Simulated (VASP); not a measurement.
# B (R-3m) in VASP: further runs

The runs below take B through single point, with PBE.

All numbers are computed with VASP 6.6.1; they aren't measurements. Logs are shortened: lines on timing, memory, paths and dates and some standing lists are left out, and cuts for length are marked.

### 1 The cell of the first run

It takes space group R-3m (No. 166, trigonal). Conventional cell: a = 2.781 Å, b = 2.781 Å, c = 19.302 Å, α = 90.00°, β = 90.00°, γ = 120.00°. B (site symmetry -3m) has 12 B at 2.70 to 2.78 Å within 3.6 Å. B (site symmetry 3m) has 12 B at 2.64 to 2.78 Å within 3.5 Å.

### 2 Single point, PBE (Tl replaced by B, lengths x 0.748, strained)

File INCAR:

```
PREC = Accurate
ENCUT = 520
EDIFF = 1E-6
ISMEAR = 0
SIGMA = 0.1
LREAL = F
LASPH = T
NELM = 100
ALGO = Normal
ISIF = 2
LWAVE = F
LCHARG = F
GGA = PE
NBANDS = 12
```

File KPOINTS:

```
regular mesh
0
Gamma
  18 18 18
```

File POSCAR:

```
B
1.0
    1.3905946252      0.8028601812      6.4338830582
   -1.3905946252      0.8028601812      6.4338830582
    0.0000000000     -1.6057203624      6.4338830582
B
3
Direct
    0.0000000000      0.0000000000      0.0000000000
    0.2209406600      0.2209406600      0.2209406600
    0.7790593400      0.7790593400      0.7790593400
```

Potentials or basis: VASP PAW PBE potentials, release 64 (B).

Run with:

```
> cat potpaw_PBE.64/B/POTCAR > POTCAR
> mpirun -np 1 vasp_std > vasp.out
```

OUTCAR:

```text
PREC = Accurate
   ENCUT = 520
   EDIFF = 1E-6
   ISMEAR = 0
   LREAL = F
   LASPH = T
   NELM = 100
   ISIF = 2
   GGA = PE

 ion  position               nearest neighbor table
   1  0.000  0.000  0.000-
   2  0.221  0.221  0.221-
   3  0.779  0.779  0.779-

  LATTYP: Found a trigonal (rhomboedric) cell.
 ALAT       =     6.6312283243
 COS(alpha) =     0.9120485254

  Lattice vectors:

 A1 = (   1.3905946252,   0.8028601812,   6.4338830582)
 A2 = (  -1.3905946252,   0.8028601812,   6.4338830582)
 A3 = (   0.0000000000,  -1.6057203624,   6.4338830582)

Analysis of symmetry for initial positions (statically):
=====================================================================
 Subroutine PRICEL returns:
 Original cell was already a primitive cell.

 Routine SETGRP: Setting up the symmetry group for a
 trigonal (rhombohedral) supercell.

 Subroutine GETGRP returns: Found 12 space group operations
 (whereof 12 operations were pure point group operations)
 out of a pool of 12 trial point group operations.

The static configuration has the point symmetry D_3d.

Analysis of symmetry for dynamics (positions and initial velocities):
=====================================================================
 Subroutine PRICEL returns:
 Original cell was already a primitive cell.

 Routine SETGRP: Setting up the symmetry group for a
 trigonal (rhombohedral) supercell.

 Subroutine GETGRP returns: Found 12 space group operations
 (whereof 12 operations were pure point group operations)
 out of a pool of 12 trial point group operations.

The dynamic configuration has the point symmetry D_3d.

 Subroutine INISYM returns: Found 12 space group operations
 (whereof 12 operations are pure point group operations),
 and found     1 'primitive' translations

----------------------------------------------------------------------------------------

                                     Primitive cell

  volume of cell :      43.0988

  direct lattice vectors                    reciprocal lattice vectors
     1.390594625  0.802860181  6.433883058     0.359558415  0.207591148  0.051809044
    -1.390594625  0.802860181  6.433883058    -0.359558415  0.207591148  0.051809044
     0.000000000 -1.605720362  6.433883058     0.000000000 -0.415182296  0.051809044

  length of vectors
     6.631228324  6.631228324  6.631228324     0.418402337  0.418402337  0.418402337

  position of ions in fractional coordinates (direct lattice)
     0.000000000  0.000000000  0.000000000
     0.220940660  0.220940660  0.220940660
     0.779059340  0.779059340  0.779059340

  ion indices of the primitive-cell ions
   primitive index   ion index
                 1           1
                 2           2
                 3           3

----------------------------------------------------------------------------------------

 KPOINTS: regular mesh

Automatic generation of k-mesh.
 Grid dimensions read from file:
 generate k-points for:   18   18   18

 Generating k-lattice:

  Cartesian coordinates                     Fractional coordinates (reciprocal lattice)
     0.019975468  0.011532842  0.002878280     0.055555556  0.000000000 -0.000000000
    -0.019975468  0.011532842  0.002878280     0.000000000  0.055555556 -0.000000000
     0.000000000 -0.023065683  0.002878280    -0.000000000 -0.000000000  0.055555556

  Length of vectors
     0.023244574  0.023244574  0.023244574

  Shift w.r.t. Gamma in fractional coordinates (k-lattice)
     0.000000000  0.000000000  0.000000000

 Subroutine IBZKPT returns following result:
 ===========================================

 Found    580 irreducible k-points:

 Following reciprocal coordinates:
            Coordinates               Weight
  0.000000  0.000000  0.000000      1.000000
  0.055556  0.000000 -0.000000      6.000000
  0.111111  0.000000 -0.000000      6.000000
  0.166667  0.000000  0.000000      6.000000
  0.222222 -0.000000  0.000000      6.000000
  0.277778  0.000000  0.000000      6.000000
[... 16 lines left out ...]
 -0.277778  0.055556  0.000000     12.000000
 -0.222222  0.055556  0.000000     12.000000
 [... further k-points ...]
   k-points           NKPTS =    580   k-points in BZ     NKDIM =    580   number of bands    NBANDS=     12
   number of dos      NEDOS =    301   number of ions     NIONS =      3
   total plane-waves  NPLWV = 125000
   dimension x,y,z NGX =    50 NGY =   50 NGZ =   50
   dimension x,y,z NGXF=   100 NGYF=  100 NGZF=  100
   ions per type =               3
   NGX,Y,Z   is equivalent  to a cutoff of  12.54, 12.54, 12.54 a.u.
   NGXF,Y,Z  is equivalent  to a cutoff of  25.07, 25.07, 25.07 a.u.
 SYSTEM =  unknown system
   PREC   = accura    normal or accurate (medium, high low for compatibility)
   ISTART =      0    job   : 0-new  1-cont  2-samecut
   ICHARG =      2    charge: 1-file 2-atom 10-const
   ISPIN  =      1    spin polarized calculation?
   LNONCOLLINEAR =      F non collinear calculations
   LSORBIT =      F    spin-orbit coupling
   LASPH  =      T    aspherical Exc in radial PAW
   ENCUT  =  520.0 eV  38.22 Ry    6.18 a.u.  12.33 12.33 12.33*2*pi/ulx,y,z
   NELM   =    100;   NELMIN=  2; NELMDL= -5     # of ELM steps
   EDIFF  = 0.1E-05   stopping-criterion for ELM
   LREAL  =      F    real-space projection
   EDIFFG = 0.1E-04   stopping-criterion for IOM
   NSW    =      0    number of steps for IOM
   IBRION =     -1    ionic relax: 0-MD 1-quasi-New 2-CG
   NFREE  =      0    steps in history (QN), initial steepest desc. (CG)
   ISIF   =      2    stress and relaxation
   ISYM   =      2    0-nonsym 1-usesym 2-fastsym
   POTIM  = 0.5000    time-step for ionic-motion
   TEBEG  =    0.0;   TEEND  =   0.0 temperature during run
   PSTRESS=    0.0 pullay stress
   NELECT =       9.0000    total number of electrons
   NUPDOWN=      -1.0000    fix difference up-down
   EMIN   =  10.00;   EMAX   =-10.00  energy-range for DOS
   EFERMI =   0.00;   METHOD = LEGACY
   ISMEAR =     0;   SIGMA  =   0.10  broadening in eV -4-tet -1-fermi 0-gaus
   EFERMI_NEDOS =   21; number of points for ismear=-14 and -15
   IALGO  =     38    algorithm
   IMIX   =      4    mixing-type and parameters
     AMIX     =   0.40;   BMIX     =  1.00
     AMIX_MAG =   1.60;   BMIX_MAG =  1.00
  volume/ion in A,a.u.               =      14.37        96.95
  Fermi-wavevector in a.u.,A,eV,Ry     =   0.971257  1.835409 12.834915  0.943340
  Thomas-Fermi vector in A             =   2.101459
   LORBIT       =      0    0 simple, 1 ext, 2 COOP (PROOUT), +10 PAW based schemes
   GGA     = PE    functional components
   LHFCALC =     F    Hartree Fock is set to
   AEXX    =    0.0000 exact exchange contribution
   IVDW    =     0    specifies the selected vdW correction
   LEPSILON=     F    determine dielectric tensor
   LRPA    =     F    only Hartree local field effects (RPA)
 non-spin polarized calculation
 Gauss-broadening in eV      SIGMA  =   0.10
  energy-cutoff  :      520.00
  volume of cell :       43.10
 maximum number of plane-waves:      1177
 NGX is ok and might be reduce to    50
   NGX = 25   NGY = 25   NGZ = 25

 number of electron       9.0000000 magnetization

 Free energy of the ion-electron system (eV)
  ---------------------------------------------------
  ext. energy  EPLUGINS =         0.00000000
  ---------------------------------------------------
  free energy    TOTEN  =       -10.15123424 eV

  energy without entropy =      -10.14398671  energy(sigma->0) =      -10.14761047

 E-fermi :   1.7204     XC(G=0):  -9.5571

 val. band max:        1.7158993216   @ k =  -0.1111   0.4444   0.1111
 cond. band min:       1.7233898478   @ k =  -0.3889  -0.4444   0.2778
 fundamental gap:      0.0074905262
 Fermi energy:         1.7204197087

 k-point     1 :       0.0000    0.0000    0.0000
  band No.  band energies     occupation
      1      -8.6035      2.00000
      2      -5.6173      2.00000
      3      -5.4555      2.00000
      4       2.8692      0.00000
      5       3.0407      0.00000
      6       7.6796      0.00000
      7       7.6796      0.00000
      8       7.7721      0.00000
      9       7.7721      0.00000
     10       8.7862      0.00000
     11       8.7862      0.00000
     12       9.5796      0.00000

 k-point     2 :       0.0556    0.0000   -0.0000
  band No.  band energies     occupation
      1      -8.5346      2.00000
      2      -5.6074      2.00000
      3      -5.3312      2.00000
      4       2.7997      0.00000
      5       3.2067      0.00000
      6       7.3267      0.00000
      7       7.5351      0.00000
      8       7.5911      0.00000
      9       7.7038      0.00000
     10       8.6641      0.00000
     11       8.7937      0.00000
     12       9.5179      0.00000

 k-point     3 :       0.1111    0.0000   -0.0000
  band No.  band energies     occupation
      1      -8.3279      2.00000
      2      -5.5059      2.00000
      3      -5.0310      2.00000
      4       2.7726      0.00000
      5       3.5130      0.00000
      6       6.4657      0.00000
      7       6.9988      0.00000
      8       7.2108      0.00000
      9       7.4724      0.00000
     10       8.2777      0.00000
     11       8.7780      0.00000
     12       9.3413      0.00000

 k-point     4 :       0.1667    0.0000    0.0000
  band No.  band energies     occupation
      1      -7.9843      2.00000
      2      -5.2781      2.00000
      3      -4.5919      2.00000
      4       2.8334      0.00000
      5       3.8667      0.00000
      6       5.2852      0.00000
      7       6.1291      0.00000
      8       6.8139      0.00000
      9       7.1250      0.00000
     10       7.6274      0.00000
     11       8.6980      0.00000
     12       9.0621      0.00000

 k-point     5 :       0.2222   -0.0000    0.0000
  band No.  band energies     occupation
      1      -7.5048      2.00000
      2      -4.9199      2.00000
      3      -4.0224      2.00000
      4       2.9247      0.00000
      5       3.9879      0.00000
      6       4.0619      0.00000
      7       5.2852      0.00000
      8       6.4111      0.00000
      9       6.7286      0.00000
     10       6.7584      0.00000
     11       8.5584      0.00000
     12       8.6898      0.00000
[... 228 lines left out ...]
      1      -4.7767      2.00000
      2      -2.5066      2.00000
      3      -1.4629      2.00000
      4      -0.8681      2.00000
      5       0.4807      2.00000
      6       2.7026      0.00000
      7       4.6343      0.00000
      8       4.9757      0.00000
      9       5.4712      0.00000
     10       6.0388      0.00000
     11       7.1187      0.00000
     12       7.8523      0.00000

 k-point    22 :      -0.3333    0.0556   -0.0000
  band No.  band energies     occupation
      1      -5.6971      2.00000
      2      -3.2773      2.00000
      3      -2.2176      2.00000
      4       0.2938      2.00000
      5       1.5853      1.94403
      6       3.7663      0.00000
      7       4.3988      0.00000
      8       5.1257      0.00000
      9       5.6049      0.00000
     10       5.9579      0.00000
     11       7.4417      0.00000
     12       7.9758      0.00000

 k-point    23 :      -0.2778    0.0556    0.0000
  band No.  band energies     occupation
      1      -6.5004      2.00000
      2      -3.9452      2.00000
      3      -3.0658      2.00000
      4       1.6722      1.50493
      5       2.7445      0.00000
      6       3.8323      0.00000
      7       4.9875      0.00000
      8       5.2014      0.00000
      9       5.7954      0.00000
     10       6.0704      0.00000
     11       7.9108      0.00000
     12       8.1624      0.00000

 k-point    24 :      -0.2222    0.0556    0.0000
  band No.  band energies     occupation
      1      -7.1761      2.00000
      2      -4.4923      2.00000
      3      -3.8145      2.00000
      4       2.9235      0.00000
      5       3.7048      0.00000
      6       3.7480      0.00000
      7       4.9472      0.00000
      8       5.7387      0.00000
      9       6.3174      0.00000
     10       6.6101      0.00000
     11       8.2569      0.00000
     12       8.4855      0.00000

 [... further k-points ...]

------------------------ aborting loop because EDIFF is reached ----------------------------------------

  FORCE on cell =-STRESS in cart. coord.  units (eV):
  Direction    XX          YY          ZZ          XY          YZ          ZX
  --------------------------------------------------------------------------------------
  -------------------------------------------------------------------------------------
  Total       -7.3530498     -7.3530498     -8.8255800      0.0000000     -0.0000000      0.0000000
  in kB     -273.3463084   -273.3463084   -328.0869513      0.0000000     -0.0000000      0.0000000
  external PRESSURE =    -291.5931894 kB  Pullay stress =       0.0000000 kB

 VOLUME and BASIS-vectors are now :
 -----------------------------------------------------------------------------
  energy-cutoff  :      520.00
  volume of cell :       43.10
      direct lattice vectors                 reciprocal lattice vectors
     1.390594625  0.802860181  6.433883058     0.359558415  0.207591148  0.051809044
    -1.390594625  0.802860181  6.433883058    -0.359558415  0.207591148  0.051809044
     0.000000000 -1.605720362  6.433883058     0.000000000 -0.415182296  0.051809044

 POSITION                                       TOTAL-FORCE (eV/Angst)
 -----------------------------------------------------------------------------------
      0.00000      0.00000      0.00000         0.000000     -0.000000      0.000000
      0.00000      0.00000      4.26452         0.000000      0.000000     -0.164474
      0.00000      0.00000     15.03713         0.000000     -0.000000      0.164474
 -----------------------------------------------------------------------------------
    total drift:                                0.000000     -0.000000      0.000000

  FREE ENERGIE OF THE ION-ELECTRON SYSTEM (eV)
  ---------------------------------------------------
  free  energy   TOTEN  =       -10.1512342389 eV

  energy  without entropy=      -10.1439867088  energy(sigma->0) =      -10.14761047
```

Wall time 9.9 min (1 thread of Intel Xeon Platinum 8488C (Sapphire Rapids), shared host); peak memory 0.48 GiB.

Results:

* Free energy: -10.1512 eV
* Pressure: -29.2 GPa
* Largest force: 0.164 eV/Å

Forces on the atoms (eV/Å):
```
B    0.000  0.000  0.000
B    0.000  0.000 -0.164
B    0.000  0.000  0.164
```

Caveat: the cell differs from its parent crystal (Tl replaced by B, lengths x 0.748, strained).

(Continued in part 2 of 2.)
